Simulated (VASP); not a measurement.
# Ir (R-3m) in VASP: notebook

The runs below take Ir through single point, with PBEsol.

Program: VASP 6.6.1. These are calculated values, not measurements. Logs are shortened: lines on timing, memory, paths and dates and some standing lists are left out, and cuts for length are marked.

**1. The cell of the first run**

Symmetry: R-3m, No. 166, trigonal system. The conventional cell has a = 2.756 Å, b = 2.756 Å, c = 6.451 Å, α = 90.00°, β = 90.00°, γ = 120.00°. Within 3.5 Å of Ir (site symmetry -3m) lie 12 Ir at 2.67 to 2.76 Å.

**2. Single point, PBEsol (equal xy, yz and zx shear strains of -3 %)**

Contents of INCAR:

```
ALGO = Normal
EDIFF = 1E-7
ENCUT = 520
GGA = PS
ISIF = 2
ISMEAR = -1
LASPH = True
LCHARG = False
LREAL = False
LWAVE = False
NBANDS = 10
NELM = 100
PREC = Accurate
SIGMA = 0.05
```

Contents of KPOINTS:

```
k-points
0
Gamma
  15 15 15
```

Contents of POSCAR:

```
Ir
1.0
   -0.0575910000      1.8909045000      1.8909045000
    1.8909045000     -0.0575910000      1.8909045000
    1.8909045000      1.8909045000     -0.0575910000
Ir
1
Direct
    0.0000000000      0.0000000000      0.0000000000
```

Potentials or basis: VASP PAW PBE potentials, release 64 (Ir).

Run with:

```sh
> cat potpaw_PBE.64/Ir/POTCAR > POTCAR
> mpirun -np 1 vasp_std > vasp.out
```

OUTCAR:

```text
EDIFF = 1E-7
   ENCUT = 520
   GGA = PS
   ISIF = 2
   ISMEAR = -1
   LASPH = True
   LREAL = False
   NELM = 100
   PREC = Accurate

 ion  position               nearest neighbor table
   1  0.000  0.000  0.000-

  LATTYP: Found a trigonal (rhomboedric) cell.
 ALAT       =     2.6747628642
 COS(alpha) =     0.4693254694

  Lattice vectors:

 A1 = (  -0.0575910000,   1.8909045000,   1.8909045000)
 A2 = (   1.8909045000,  -0.0575910000,   1.8909045000)
 A3 = (   1.8909045000,   1.8909045000,  -0.0575910000)

Analysis of symmetry for initial positions (statically):
=====================================================================
 Subroutine PRICEL returns:
 Original cell was already a primitive cell.

 Routine SETGRP: Setting up the symmetry group for a
 trigonal (rhombohedral) supercell.

 Subroutine GETGRP returns: Found 12 space group operations
 (whereof 12 operations were pure point group operations)
 out of a pool of 12 trial point group operations.

The static configuration has the point symmetry D_3d.

Analysis of symmetry for dynamics (positions and initial velocities):
=====================================================================
 Subroutine PRICEL returns:
 Original cell was already a primitive cell.

 Routine SETGRP: Setting up the symmetry group for a
 trigonal (rhombohedral) supercell.

 Subroutine GETGRP returns: Found 12 space group operations
 (whereof 12 operations were pure point group operations)
 out of a pool of 12 trial point group operations.

The dynamic configuration has the point symmetry D_3d.

 Subroutine INISYM returns: Found 12 space group operations
 (whereof 12 operations are pure point group operations),
 and found     1 'primitive' translations

----------------------------------------------------------------------------------------

                                     Primitive cell

  volume of cell :      14.1395

  direct lattice vectors                    reciprocal lattice vectors
    -0.057591000  1.890904500  1.890904500    -0.252640071  0.260576408  0.260576408
     1.890904500 -0.057591000  1.890904500     0.260576408 -0.252640071  0.260576408
     1.890904500  1.890904500 -0.057591000     0.260576408  0.260576408 -0.252640071

  length of vectors
     2.674762864  2.674762864  2.674762864     0.446796525  0.446796525  0.446796525

  position of ions in fractional coordinates (direct lattice)
     0.000000000  0.000000000  0.000000000

  ion indices of the primitive-cell ions
   primitive index   ion index
                 1           1

----------------------------------------------------------------------------------------

 KPOINTS: k-points

Automatic generation of k-mesh.
 Grid dimensions read from file:
 generate k-points for:   15   15   15

 Generating k-lattice:

  Cartesian coordinates                     Fractional coordinates (reciprocal lattice)
    -0.016842671  0.017371761  0.017371761     0.066666667 -0.000000000 -0.000000000
     0.017371761 -0.016842671  0.017371761    -0.000000000  0.066666667 -0.000000000
     0.017371761  0.017371761 -0.016842671    -0.000000000 -0.000000000  0.066666667

  Length of vectors
     0.029786435  0.029786435  0.029786435

  Shift w.r.t. Gamma in fractional coordinates (k-lattice)
     0.000000000  0.000000000  0.000000000

 Subroutine IBZKPT returns following result:
 ===========================================

 Found    344 irreducible k-points:

 Following reciprocal coordinates:
            Coordinates               Weight
  0.000000  0.000000  0.000000      1.000000
  0.066667  0.000000  0.000000      6.000000
  0.133333 -0.000000  0.000000      6.000000
  0.200000  0.000000  0.000000      6.000000
  0.266667 -0.000000  0.000000      6.000000
  0.333333  0.000000 -0.000000      6.000000
[... 16 lines left out ...]
  0.133333  0.133333 -0.000000      6.000000
  0.200000  0.133333  0.000000     12.000000
 [... further k-points ...]
   k-points           NKPTS =    344   k-points in BZ     NKDIM =    344   number of bands    NBANDS=     10
   number of dos      NEDOS =    301   number of ions     NIONS =      1
   total plane-waves  NPLWV =   8000
   dimension x,y,z NGX =    20 NGY =   20 NGZ =   20
   dimension x,y,z NGXF=    40 NGYF=   40 NGZF=   40
   ions per type =               1
   NGX,Y,Z   is equivalent  to a cutoff of  12.43, 12.43, 12.43 a.u.
   NGXF,Y,Z  is equivalent  to a cutoff of  24.86, 24.86, 24.86 a.u.
 SYSTEM =  unknown system
   PREC   = accura    normal or accurate (medium, high low for compatibility)
   ISTART =      0    job   : 0-new  1-cont  2-samecut
   ICHARG =      2    charge: 1-file 2-atom 10-const
   ISPIN  =      1    spin polarized calculation?
   LNONCOLLINEAR =      F non collinear calculations
   LSORBIT =      F    spin-orbit coupling
   LASPH  =      T    aspherical Exc in radial PAW
   ENCUT  =  520.0 eV  38.22 Ry    6.18 a.u.   4.97  4.97  4.97*2*pi/ulx,y,z
   NELM   =    100;   NELMIN=  2; NELMDL= -5     # of ELM steps
   EDIFF  = 0.1E-06   stopping-criterion for ELM
   LREAL  =      F    real-space projection
   EDIFFG = 0.1E-05   stopping-criterion for IOM
   NSW    =      0    number of steps for IOM
   IBRION =     -1    ionic relax: 0-MD 1-quasi-New 2-CG
   NFREE  =      0    steps in history (QN), initial steepest desc. (CG)
   ISIF   =      2    stress and relaxation
   ISYM   =      2    0-nonsym 1-usesym 2-fastsym
   POTIM  = 0.5000    time-step for ionic-motion
   TEBEG  =    0.0;   TEEND  =   0.0 temperature during run
   PSTRESS=    0.0 pullay stress
   NELECT =       9.0000    total number of electrons
   NUPDOWN=      -1.0000    fix difference up-down
   EMIN   =  10.00;   EMAX   =-10.00  energy-range for DOS
   EFERMI =   0.00;   METHOD = LEGACY
   ISMEAR =    -1;   SIGMA  =   0.05  broadening in eV -4-tet -1-fermi 0-gaus
   EFERMI_NEDOS =   21; number of points for ismear=-14 and -15
   IALGO  =     38    algorithm
   IMIX   =      4    mixing-type and parameters
     AMIX     =   0.40;   BMIX     =  1.00
     AMIX_MAG =   1.60;   BMIX_MAG =  1.00
  volume/ion in A,a.u.               =      14.14        95.42
  Fermi-wavevector in a.u.,A,eV,Ry     =   1.408243  2.661194 26.982383  1.983149
  Thomas-Fermi vector in A             =   2.530421
   LORBIT       =      0    0 simple, 1 ext, 2 COOP (PROOUT), +10 PAW based schemes
   GGA     = PS    functional components
   LHFCALC =     F    Hartree Fock is set to
   AEXX    =    0.0000 exact exchange contribution
   IVDW    =     0    specifies the selected vdW correction
   LEPSILON=     F    determine dielectric tensor
   LRPA    =     F    only Hartree local field effects (RPA)
 non-spin polarized calculation
  energy-cutoff  :      520.00
  volume of cell :       14.14
 maximum number of plane-waves:       391
   NGX =  9   NGY =  9   NGZ =  9

 number of electron       8.9999999 magnetization

 Free energy of the ion-electron system (eV)
  ---------------------------------------------------
  ext. energy  EPLUGINS =         0.00000000
  ---------------------------------------------------
  free energy    TOTEN  =        -9.79592446 eV

  energy without entropy =       -9.78890200  energy(sigma->0) =       -9.79241323

 E-fermi :  10.2876     XC(G=0): -14.1029

 val. band max:       10.2753868591   @ k =   0.4667   0.1333   0.0667
 cond. band min:      10.2915535917   @ k =  -0.4000   0.2000   0.2000
 fundamental gap:      0.0161667325
 Fermi energy:        10.2876037311

 k-point     1 :       0.0000    0.0000    0.0000
  band No.  band energies     occupation
      1      -0.9398      2.00000
      2       6.0754      2.00000
      3       6.0754      2.00000
      4       6.8307      2.00000
      5       9.1059      2.00000
      6       9.1059      2.00000
      7      24.5508      0.00000
      8      29.6883      0.00000
      9      29.6883      0.00000
     10      31.1893      0.00000

 k-point     2 :       0.0667    0.0000    0.0000
  band No.  band energies     occupation
      1      -0.7471      2.00000
      2       6.0137      2.00000
      3       6.1397      2.00000
      4       6.8879      2.00000
      5       9.0574      2.00000
      6       9.0615      2.00000
      7      24.8765      0.00000
      8      28.8387      0.00000
      9      30.0243      0.00000
     10      31.3777      0.00000

 k-point     3 :       0.1333   -0.0000    0.0000
  band No.  band energies     occupation
      1      -0.1988      2.00000
      2       5.8364      2.00000
      3       6.2898      2.00000
      4       7.0629      2.00000
      5       8.9747      2.00000
      6       8.9902      2.00000
      7      25.7340      0.00000
      8      27.1174      0.00000
      9      30.9893      0.00000
     10      32.1803      0.00000

 k-point     4 :       0.2000    0.0000    0.0000
  band No.  band energies     occupation
      1       0.5966      2.00000
      2       5.6833      2.00000
      3       6.3995      2.00000
      4       7.2203      2.00000
      5       9.0259      2.00000
      6       9.0868      2.00000
      7      25.2624      0.00000
      8      26.6797      0.00000
      9      32.4528      0.00000
     10      33.4248      0.00000
[... 222 lines left out ...]
 k-point    22 :      -0.0667    0.0667    0.0000
  band No.  band energies     occupation
      1      -0.4400      2.00000
      2       5.8370      2.00000
      3       6.2662      2.00000
      4       7.0212      2.00000
      5       8.8538      2.00000
      6       9.1724      2.00000
      7      25.3677      0.00000
      8      27.9871      0.00000
      9      30.0970      0.00000
     10      32.0427      0.00000

 k-point    23 :       0.1333    0.1333   -0.0000
  band No.  band energies     occupation
      1       0.0825      2.00000
      2       5.5527      2.00000
      3       6.6975      2.00000
      4       7.1802      2.00000
      5       8.2586      2.00000
      6       9.3983      2.00000
      7      26.2876      0.00000
      8      28.4436      0.00000
      9      29.8465      0.00000
     10      30.9249      0.00000

 k-point    24 :       0.2000    0.1333    0.0000
  band No.  band energies     occupation
      1       0.7078      2.00000
      2       5.2568      2.00000
      3       6.8766      2.00000
      4       7.4931      2.00000
      5       8.0521      2.00000
      6       9.5645      2.00000
      7      27.1185      0.00000
      8      27.3080      0.00000
      9      30.5917      0.00000
     10      30.9516      0.00000

 [... further k-points ...]
[... 5 lines left out ...]
  --------------------------------------------------------------------------------------
  -------------------------------------------------------------------------------------
  Total       -0.0456207     -0.0456207     -0.0456207      0.7268494      0.7268494      0.7268494
  in kB       -5.1693863     -5.1693863     -5.1693863     82.3609101     82.3609101     82.3609101
  external PRESSURE =      -5.1693863 kB  Pullay stress =       0.0000000 kB

 VOLUME and BASIS-vectors are now :
 -----------------------------------------------------------------------------
  energy-cutoff  :      520.00
  volume of cell :       14.14
      direct lattice vectors                 reciprocal lattice vectors
    -0.057591000  1.890904500  1.890904500    -0.252640071  0.260576408  0.260576408
     1.890904500 -0.057591000  1.890904500     0.260576408 -0.252640071  0.260576408
     1.890904500  1.890904500 -0.057591000     0.260576408  0.260576408 -0.252640071

 POSITION                                       TOTAL-FORCE (eV/Angst)
 -----------------------------------------------------------------------------------
      0.00000      0.00000      0.00000        -0.000000     -0.000000      0.000000
 -----------------------------------------------------------------------------------
    total drift:                                0.000000      0.000000      0.000000

  FREE ENERGIE OF THE ION-ELECTRON SYSTEM (eV)
  ---------------------------------------------------
  free  energy   TOTEN  =        -9.7959244614 eV

  energy  without entropy=       -9.7889020027  energy(sigma->0) =       -9.79241323
```

Run time: 15 s. Hardware: 1 thread of Intel Xeon 6975P-C (Granite Rapids), shared host; peak memory 0.16 GiB.

What came out:

- Free energy: -9.7959 eV
- Pressure: -0.5 GPa

Caveat: the cell differs from its parent crystal (equal xy, yz and zx shear strains of -3 %); the PAW data sets were made with another functional, which shifts forces and pressure a little; spin-orbit coupling is left out, which moves the levels of the heavy elements.

**3. Single point, PBEsol (equal xy, yz and zx shear strains of -1 %)**

Contents of INCAR:

```
PREC = Accurate
ENCUT = 520
EDIFF = 1E-6
ISMEAR = -1
SIGMA = 0.05
LREAL = F
LASPH = T
NELM = 80
ALGO = Normal
ISIF = 2
LWAVE = F
LCHARG = T
GGA = PS
LELF = T
LVHAR = T
NBANDS = 10
```

Contents of KPOINTS:

```
regular mesh
0
Gamma
  15 15 15
```

Contents of POSCAR:

```
Ir
1.0
   -0.0191970000      1.9101015000      1.9101015000
    1.9101015000     -0.0191970000      1.9101015000
    1.9101015000      1.9101015000     -0.0191970000
Ir
1
Direct
    0.0000000000      0.0000000000      0.0000000000
```

Potentials or basis: VASP PAW PBE potentials, release 64 (Ir).

Run with:

```sh
> cat potpaw_PBE.64/Ir/POTCAR > POTCAR
> mpirun -np 1 vasp_std > vasp.out
```

Run time: 15 s. Hardware: 1 thread of Intel Xeon 6975P-C (Granite Rapids), shared host; peak memory 0.16 GiB.

The run converged. Its results:

| Item | Value |
| --- | --- |
| Free energy | -9.8253 eV |
| Pressure | -1.7 GPa |

Stress tensor (GPa, compression positive):
```
-1.71  2.75  2.75
 2.75 -1.71  2.75
 2.75  2.75 -1.71
```

Levels at points of the mesh, in eV from the Fermi level:
```tsv
k point	band 2	band 3	band 4	band 5	band 6	band 7
(0.00, 0.00, 0.00)	-4.04	-4.04	-3.80	-1.23	-1.23	14.27
```

Caveat: the cell differs from its parent crystal (equal xy, yz and zx shear strains of -1 %); the PAW data sets were made with another functional, which shifts forces and pressure a little; spin-orbit coupling is left out, which moves the levels of the heavy elements.
